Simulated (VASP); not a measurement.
# TiAgC4N4 (P-43m) in VASP: single point with PBE

Aim: the single point of TiAgC4N4 with PBE.

Everything below comes from runs of VASP 6.6.1. Logs are shortened: lines on timing, memory, paths and dates and some standing lists are left out, and cuts for length are marked.

## Step 1: The cell of the first run

Symmetry: P-43m, No. 215, cubic system. The conventional cell has a = 6.030 Å, b = 6.030 Å, c = 6.030 Å, α = 90.00°, β = 90.00°, γ = 90.00°. Within 2.7 Å of Ti (site symmetry -43m) lie 4 N at 2.03 Å. Within 2.7 Å of Ag (site symmetry -43m) lie 4 C at 2.02 Å. Within 1.6 Å of C (site symmetry 3m) lie 1 N at 1.17 Å. Within 1.6 Å of N (site symmetry 3m) lie 1 C at 1.17 Å.

## Step 2: Single point, PBE, collinear spin

Input file INCAR:

```
SYSTEM = TiAgC4N4
ALGO = Normal
EDIFF = 1E-6
ENCUT = 700
GGA = PE
GGA_COMPAT = .False.
ISIF = 2
ISMEAR = 0
ISPIN = 2
LASPH = .True.
LCHARG = .True.
LELF = .True.
LMAXMIX = 4
LORBIT = 11
LREAL = .False.
LVHAR = .True.
LWAVE = .False.
MAGMOM = 1 0 0 0 0 0 0 0 0 0
NBANDS = 48
NELM = 200
PREC = Accurate
SIGMA = 0.1
```

Input file KPOINTS:

```
k-points
0
Gamma
  4 4 4
  0 0 0
```

Input file POSCAR:

```
TiAgC4N4
1.0
    6.0298462100      0.0000000000      0.0000000000
    0.0000000000      6.0298462100      0.0000000000
    0.0000000000      0.0000000000      6.0298462100
Ti Ag C N
1 1 4 4
Direct
    0.5000000000      0.5000000000      0.5000000000
    0.0000000000      0.0000000000      0.0000000000
    0.1936039800      0.1936039800      0.1936039800
    0.1936039800      0.8063960200      0.8063960200
    0.8063960200      0.1936039800      0.8063960200
    0.8063960200      0.8063960200      0.1936039800
    0.3056300300      0.3056300300      0.3056300300
    0.3056300300      0.6943699700      0.6943699700
    0.6943699700      0.3056300300      0.6943699700
    0.6943699700      0.6943699700      0.3056300300
```

Potentials or basis: VASP PAW PBE potentials, release 64 (Ti_sv, Ag_sv_GW, C, N).

The run is started by

```bash
cat potpaw_PBE.64/Ti_sv/POTCAR potpaw_PBE.64/Ag_sv_GW/POTCAR potpaw_PBE.64/C/POTCAR potpaw_PBE.64/N/POTCAR > POTCAR
mpirun -np 1 vasp_std > vasp.out
```

OUTCAR:

```text
SYSTEM = TiAgC4N4
   EDIFF = 1E-6
   ENCUT = 700
   GGA = PE
   ISIF = 2
   ISMEAR = 0
   ISPIN = 2
   LASPH = .True.
   LORBIT = 11
   LREAL = .False.
   NELM = 200
   PREC = Accurate

 ion  position               nearest neighbor table
   1  0.500  0.500  0.500-   7 2.03   8 2.03   9 2.03  10 2.03
   2  0.000  0.000  0.000-   3 2.02   4 2.02   5 2.02   6 2.02
   3  0.194  0.194  0.194-   7 1.17   2 2.02
   4  0.194  0.806  0.806-   8 1.17   2 2.02
   5  0.806  0.194  0.806-   9 1.17   2 2.02
   6  0.806  0.806  0.194-  10 1.17   2 2.02
   7  0.306  0.306  0.306-   3 1.17   1 2.03
   8  0.306  0.694  0.694-   4 1.17   1 2.03
   9  0.694  0.306  0.694-   5 1.17   1 2.03
  10  0.694  0.694  0.306-   6 1.17   1 2.03

  LATTYP: Found a simple cubic cell.
 ALAT       =     6.0298462100

  Lattice vectors:

 A1 = (   6.0298462100,   0.0000000000,   0.0000000000)
 A2 = (   0.0000000000,   6.0298462100,   0.0000000000)
 A3 = (   0.0000000000,   0.0000000000,   6.0298462100)

Analysis of symmetry for initial positions (statically):
=====================================================================
 Subroutine PRICEL returns:
 Original cell was already a primitive cell.

 Routine SETGRP: Setting up the symmetry group for a
 simple cubic supercell.

 Subroutine GETGRP returns: Found 24 space group operations
 (whereof 24 operations were pure point group operations)
 out of a pool of 48 trial point group operations.

The static configuration has the point symmetry T_d .

Analysis of symmetry for dynamics (positions and initial velocities):
=====================================================================
 Subroutine PRICEL returns:
 Original cell was already a primitive cell.

 Routine SETGRP: Setting up the symmetry group for a
 simple cubic supercell.

 Subroutine GETGRP returns: Found 24 space group operations
 (whereof 24 operations were pure point group operations)
 out of a pool of 48 trial point group operations.

The dynamic configuration has the point symmetry T_d .

Analysis of structural, dynamic, and magnetic symmetry:
=====================================================================
 Subroutine PRICEL returns:
 Original cell was already a primitive cell.

 Routine SETGRP: Setting up the symmetry group for a
 simple cubic supercell.

 Subroutine GETGRP returns: Found 24 space group operations
 (whereof 24 operations were pure point group operations)
 out of a pool of 48 trial point group operations.

The overall configuration has the point symmetry T_d .

 Subroutine INISYM returns: Found 24 space group operations
 (whereof 24 operations are pure point group operations),
 and found     1 'primitive' translations

----------------------------------------------------------------------------------------

                                     Primitive cell

  volume of cell :     219.2395

  direct lattice vectors                    reciprocal lattice vectors
     6.029846210  0.000000000  0.000000000     0.165841709  0.000000000  0.000000000
     0.000000000  6.029846210  0.000000000     0.000000000  0.165841709  0.000000000
     0.000000000  0.000000000  6.029846210     0.000000000  0.000000000  0.165841709

  length of vectors
     6.029846210  6.029846210  6.029846210     0.165841709  0.165841709  0.165841709

  position of ions in fractional coordinates (direct lattice)
     0.500000000  0.500000000  0.500000000
     0.000000000  0.000000000  0.000000000
     0.193603980  0.193603980  0.193603980
     0.193603980  0.806396020  0.806396020
     0.806396020  0.193603980  0.806396020
     0.806396020  0.806396020  0.193603980
     0.305630030  0.305630030  0.305630030
     0.305630030  0.694369970  0.694369970
     0.694369970  0.305630030  0.694369970
     0.694369970  0.694369970  0.305630030

  ion indices of the primitive-cell ions
   primitive index   ion index
                 1           1
                 2           2
                 3           3
                 4           4
                 5           5
                 6           6
                 7           7
                 8           8
                 9           9
                10          10

----------------------------------------------------------------------------------------

 KPOINTS: k-points

Automatic generation of k-mesh.
 Grid dimensions read from file:
 generate k-points for:    4    4    4

 Generating k-lattice:

  Cartesian coordinates                     Fractional coordinates (reciprocal lattice)
     0.041460427  0.000000000  0.000000000     0.250000000  0.000000000  0.000000000
     0.000000000  0.041460427  0.000000000     0.000000000  0.250000000  0.000000000
     0.000000000  0.000000000  0.041460427     0.000000000  0.000000000  0.250000000

  Length of vectors
     0.041460427  0.041460427  0.041460427

  Shift w.r.t. Gamma in fractional coordinates (k-lattice)
     0.000000000  0.000000000  0.000000000

 Subroutine IBZKPT returns following result:
 ===========================================

 Found     10 irreducible k-points:

 Following reciprocal coordinates:
            Coordinates               Weight
  0.000000  0.000000  0.000000      1.000000
  0.250000  0.000000  0.000000      6.000000
  0.500000  0.000000  0.000000      3.000000
  0.250000  0.250000  0.000000     12.000000
  0.500000  0.250000  0.000000     12.000000
  0.500000  0.500000  0.000000      3.000000
  0.250000  0.250000  0.250000      8.000000
  0.500000  0.250000  0.250000     12.000000
  0.500000  0.500000  0.250000      6.000000
  0.500000  0.500000  0.500000      1.000000
   k-points           NKPTS =     10   k-points in BZ     NKDIM =     10   number of bands    NBANDS=     48
   number of dos      NEDOS =    301   number of ions     NIONS =     10
   total plane-waves  NPLWV = 157464
   dimension x,y,z NGX =    54 NGY =   54 NGZ =   54
   dimension x,y,z NGXF=   108 NGYF=  108 NGZF=  108
   ions per type =               1   1   4   4
   NGX,Y,Z   is equivalent  to a cutoff of  14.89, 14.89, 14.89 a.u.
   NGXF,Y,Z  is equivalent  to a cutoff of  29.78, 29.78, 29.78 a.u.
 SYSTEM =  TiAgC4N4
   PREC   = accura    normal or accurate (medium, high low for compatibility)
   ISTART =      0    job   : 0-new  1-cont  2-samecut
   ICHARG =      2    charge: 1-file 2-atom 10-const
   ISPIN  =      2    spin polarized calculation?
   LNONCOLLINEAR =      F non collinear calculations
   LSORBIT =      F    spin-orbit coupling
   LASPH  =      T    aspherical Exc in radial PAW
   ENCUT  =  700.0 eV  51.45 Ry    7.17 a.u.  13.01 13.01 13.01*2*pi/ulx,y,z
   NELM   =    200;   NELMIN=  2; NELMDL= -5     # of ELM steps
   EDIFF  = 0.1E-05   stopping-criterion for ELM
   LREAL  =      F    real-space projection
[... 7 lines left out ...]
   TEBEG  =    0.0;   TEEND  =   0.0 temperature during run
   PSTRESS=    0.0 pullay stress
   NELECT =      67.0000    total number of electrons
   NUPDOWN=      -1.0000    fix difference up-down
   EMIN   =  10.00;   EMAX   =-10.00  energy-range for DOS
   EFERMI =   0.00;   METHOD = LEGACY
   ISMEAR =     0;   SIGMA  =   0.10  broadening in eV -4-tet -1-fermi 0-gaus
   EFERMI_NEDOS =   21; number of points for ismear=-14 and -15
   IALGO  =     38    algorithm
   IMIX   =      4    mixing-type and parameters
     AMIX     =   0.40;   BMIX     =  1.00
     AMIX_MAG =   1.60;   BMIX_MAG =  1.00
  volume/ion in A,a.u.               =      21.92       147.95
  Fermi-wavevector in a.u.,A,eV,Ry     =   1.102707  2.083814 16.544182  1.215963
  Thomas-Fermi vector in A             =   2.239154
   LORBIT       =     11    0 simple, 1 ext, 2 COOP (PROOUT), +10 PAW based schemes
   GGA     = PE    functional components
   LHFCALC =     F    Hartree Fock is set to
   AEXX    =    0.0000 exact exchange contribution
   IVDW    =     0    specifies the selected vdW correction
   LEPSILON=     F    determine dielectric tensor
   LRPA    =     F    only Hartree local field effects (RPA)
 spin polarized calculation
 Gauss-broadening in eV      SIGMA  =   0.10
  energy-cutoff  :      700.00
  volume of cell :      219.24
 maximum number of plane-waves:      9328
 NGX is ok and might be reduce to    54
   NGX = 27   NGY = 27   NGZ = 27

 number of electron      66.9999983 magnetization       1.0000353

 Free energy of the ion-electron system (eV)
  ---------------------------------------------------
  ext. energy  EPLUGINS =         0.00000000
  ---------------------------------------------------
  free energy    TOTEN  =       -75.60913479 eV

  energy without entropy =      -75.55601271  energy(sigma->0) =      -75.58257375

 E-fermi :  -0.1980     XC(G=0):  -7.0818

 val. band max:       -0.1980107109   @ k =   0.2500   0.2500   0.0000
 cond. band min:      -0.1954959002   @ k =   0.2500   0.2500   0.2500
 fundamental gap:      0.0025148107
 Fermi energy:        -0.1979677253

 spin component 1

 k-point     1 :       0.0000    0.0000    0.0000
  band No.  band energies     occupation
      1     -92.3544      1.00000
      2     -58.6852      1.00000
      3     -55.7955      1.00000
      4     -55.7955      1.00000
      5     -55.7955      1.00000
      6     -34.9340      1.00000
[... 37 lines left out ...]
     44       4.4622      0.00000
     45       4.4735      0.00000
[... 390 lines left out ...]
      4     -55.7955      1.00000
      5     -55.7955      1.00000
      6     -34.9340      1.00000
[... 37 lines left out ...]
     44       4.3785      0.00000
     45       4.5707      0.00000
 Fermi energy:        -0.1979677253

 spin component 2

 k-point     1 :       0.0000    0.0000    0.0000
  band No.  band energies     occupation
      1     -92.3522      1.00000
      2     -57.8597      1.00000
      3     -55.7937      1.00000
      4     -55.7937      1.00000
      5     -55.7937      1.00000
      6     -34.1141      1.00000
[... 37 lines left out ...]
     44       4.5130      0.00000
     45       4.5130      0.00000
[... 390 lines left out ...]
      4     -55.7937      1.00000
      5     -55.7937      1.00000
      6     -34.1141      1.00000
[... 37 lines left out ...]
     44       4.4196      0.00000
     45       4.8174      0.00000
 [bands above 45 left out]

------------------------ aborting loop because EDIFF is reached ----------------------------------------

  FORCE on cell =-STRESS in cart. coord.  units (eV):
  Direction    XX          YY          ZZ          XY          YZ          ZX
  --------------------------------------------------------------------------------------
  -------------------------------------------------------------------------------------
  Total        3.8168016      3.8168016      3.8168016      0.0000000      0.0000000     -0.0000000
  in kB       27.8927583     27.8927583     27.8927583      0.0000000      0.0000000     -0.0000000
  external PRESSURE =      27.8927583 kB  Pullay stress =       0.0000000 kB

 VOLUME and BASIS-vectors are now :
 -----------------------------------------------------------------------------
  energy-cutoff  :      700.00
  volume of cell :      219.24
      direct lattice vectors                 reciprocal lattice vectors
     6.029846210  0.000000000  0.000000000     0.165841709  0.000000000  0.000000000
     0.000000000  6.029846210  0.000000000     0.000000000  0.165841709  0.000000000
     0.000000000  0.000000000  6.029846210     0.000000000  0.000000000  0.165841709

 POSITION                                       TOTAL-FORCE (eV/Angst)
 -----------------------------------------------------------------------------------
      3.01492      3.01492      3.01492        -0.000000      0.000000     -0.000000
      0.00000      0.00000      0.00000        -0.000000      0.000000      0.000000
      1.16740      1.16740      1.16740        -0.108840     -0.108840     -0.108840
      1.16740      4.86244      4.86244        -0.108840      0.108840      0.108840
      4.86244      1.16740      4.86244         0.108840     -0.108840      0.108840
      4.86244      4.86244      1.16740         0.108840      0.108840     -0.108840
      1.84290      1.84290      1.84290         1.212993      1.212993      1.212993
      1.84290      4.18694      4.18694         1.212993     -1.212993     -1.212993
      4.18694      1.84290      4.18694        -1.212993      1.212993     -1.212993
      4.18694      4.18694      1.84290        -1.212993     -1.212993      1.212993
 -----------------------------------------------------------------------------------
    total drift:                                0.000000      0.000000     -0.000000

  FREE ENERGIE OF THE ION-ELECTRON SYSTEM (eV)
  ---------------------------------------------------
  free  energy   TOTEN  =       -75.6091347884 eV

  energy  without entropy=      -75.5560127054  energy(sigma->0) =      -75.58257375

 total charge

# of ion       s       p       d       f       tot
--------------------------------------------------
    1        2.184   6.148   1.802   0.000  10.134
    2        2.196   6.225   8.265   0.018  16.704
    3        0.973   1.577   0.000   0.000   2.549
    4        0.973   1.577   0.000   0.000   2.549
    5        0.973   1.577   0.000   0.000   2.549
    6        0.973   1.577   0.000   0.000   2.549
    7        1.298   2.624   0.000   0.000   3.922
    8        1.298   2.624   0.000   0.000   3.922
    9        1.298   2.624   0.000   0.000   3.922
   10        1.298   2.624   0.000   0.000   3.922
--------------------------------------------------
tot         13.460  29.177  10.067   0.018  52.722

 magnetization (x)

# of ion       s       p       d       f       tot
--------------------------------------------------
    1        0.006   0.005   0.805   0.000   0.816
    2       -0.001  -0.002   0.002   0.000  -0.000
    3        0.001   0.022   0.000   0.000   0.024
    4        0.001   0.022   0.000   0.000   0.024
    5        0.001   0.022   0.000   0.000   0.024
    6        0.001   0.022   0.000   0.000   0.024
    7       -0.003  -0.019   0.000   0.000  -0.022
    8       -0.003  -0.019   0.000   0.000  -0.022
    9       -0.003  -0.019   0.000   0.000  -0.022
   10       -0.003  -0.019   0.000   0.000  -0.022
--------------------------------------------------
tot          0.001   0.015   0.807   0.000   0.823
```

Wall time 10 min (1 thread of Intel Xeon Platinum 8488C (Sapphire Rapids), shared host); peak memory 0.69 GiB.

What came out:

```
Free energy                                           : -75.6091 eV
Pressure                                              : 2.8 GPa
Largest force                                         : 2.101 eV/Å
Band gap on the k mesh                                : zero (filled and empty bands overlap)
Net moment                                            : 1.00 μB per cell
Site moments                                          : Ti +0.82; Ag -0.00; C +0.02; N -0.02 μB
Valence electrons inside the program's atomic spheres : Ti 10.13; Ag 16.70; C 2.55; N 3.92
```

Forces on the atoms (eV/Å):
```
Ti   0.000  0.000  0.000
Ag   0.000  0.000  0.000
C   -0.109 -0.109 -0.109
C   -0.109  0.109  0.109
C    0.109 -0.109  0.109
C    0.109  0.109 -0.109
N    1.213  1.213  1.213
N    1.213 -1.213 -1.213
N   -1.213  1.213 -1.213
N   -1.213 -1.213  1.213
```

Levels at points of the mesh, in eV from the Fermi level:
Spin up:
```tsv
k point	band 30	band 31	band 32	band 33	band 34	band 35	band 36	band 37	band 38	band 39
(0.00, 0.00, 0.00)	-3.87	-1.61	-1.61	-1.61	-0.02	-0.02	1.06	1.06	1.06	4.28
(0.50, 0.00, 0.00)	-3.47	-1.80	-1.61	-1.61	-0.05	0.06	1.26	1.33	1.33	3.91
(0.50, 0.50, 0.00)	-3.38	-1.72	-1.58	-1.58	-0.07	0.06	1.26	1.34	1.34	3.97
(0.50, 0.50, 0.50)	-3.76	-1.57	-1.57	-1.57	0.01	0.01	1.21	1.21	1.21	4.36
```
Spin down:
```
           k point  band 31  band 32  band 33  band 34  band 35  band 36
(0.00, 0.00, 0.00)    -1.60    -1.60    -1.60     1.00     1.00     1.36
(0.50, 0.00, 0.00)    -1.71    -1.58    -1.58     0.99     1.01     1.59
(0.50, 0.50, 0.00)    -1.64    -1.56    -1.56     0.96     1.03     1.59
(0.50, 0.50, 0.50)    -1.55    -1.55    -1.55     1.02     1.02     1.54
```

Caveat: forces of over 1 eV/Å act on the atoms, so gaps and moduli don't describe the material at rest.
